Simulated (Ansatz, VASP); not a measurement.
## Two plane-wave programs on HfO2

File INCAR:

```
SYSTEM = HfO2
ALGO = Normal ; EDIFF = 1E-6
ENCUT = 520 ; GGA = PE
ISIF = 2 ; ISMEAR = 0
LASPH = .True. ; LCHARG = .False.
LREAL = .False. ; LWAVE = .False.
NBANDS = 31 ; NELM = 60
PREC = Accurate ; SIGMA = 0.05
```

The input KPOINTS:

```
k-points
0
Gamma
  6 6 4
  0 0 0
```

Contents of POSCAR:

```
HfO2
1.0
    3.6043048131      0.0000000000      0.0000000000
    0.0000000000      3.6043048131      0.0000000000
    0.0000000000      0.0000000000      5.5271655126
Hf O
2 4
Direct
    0.5000000000      0.5000000000      0.5000000000
    0.0000000000      0.0000000000      0.0000000000
    0.0000000000      0.5000000000      0.6932521152
    0.5000000000      0.0000000000      0.8067478848
    0.5000000000      0.0000000000      0.3067478848
    0.0000000000      0.5000000000      0.1932521152
```

Input for Ansatz:

```yaml
crystal:
  lattice:
    - [3.6043048131, 0.0, 0.0]
    - [0.0, 3.6043048131, 0.0]
    - [0.0, 0.0, 5.5271655126]
  atoms:
    - { symbol: Hf, position: [0.5, 0.5, 0.5] }
    - { symbol: Hf, position: [0.0, 0.0, 0.0] }
    - { symbol: O, position: [0.0, 0.5, 0.6932521152] }
    - { symbol: O, position: [0.5, 0.0, 0.8067478848] }
    - { symbol: O, position: [0.5, 0.0, 0.3067478848] }
    - { symbol: O, position: [0.0, 0.5, 0.1932521152] }
basis:
  ecutwfc: 420
kpoints:
  mp_grid: { grid: [6, 6, 4] }
hamiltonian:
  xc: pbe
scf:
  occupations: { method: gaussian, width: 0.05 }
output:
  forces: true
  stress: true
  eigenvalues: true
```

Change from the starting cell: strain +0.000 along x and y, +0.050 along z, atoms carried along.

Alike in both runs: task single point; functional PBE; k mesh 6 × 6 × 4; occupations gaussian, width 0.05 eV; no spin polarisation.

```csv
,VASP,Ansatz
version,VASP 6.6.1,Ansatz 0.2.0
potentials or method,"VASP PAW PBE potentials, release 64 (Hf_pv, O), cutoff 520 eV","scalar-relativistic, plane waves, PAW"
valence electrons in the cell,44,76
```

|  | VASP | Ansatz | Ansatz less VASP |
| --- | --- | --- | --- |
| gap on the k mesh at the Fermi level (eV) | 4.35 | 4.39 | +0.032 |
| least direct gap on the mesh (eV) | 4.40 | 4.43 | +0.029 |
| pressure (GPa) | -12.1 | -9.3 | +2.78 |
| traceless stress, the component that is largest in VASP (GPa) | -8.51 | -8.49 | +0.021 |
| rms of the force components (eV/Å) | 0.259 | 0.231 | -0.0278 |

Atom by atom the forces differ by 0.028 eV/Å (rms over components). VASP's potentials hold 44 valence electrons a cell and Ansatz's 76, so a difference there can come from the potentials and not from the codes.

Neither program's run includes spin-orbit coupling.
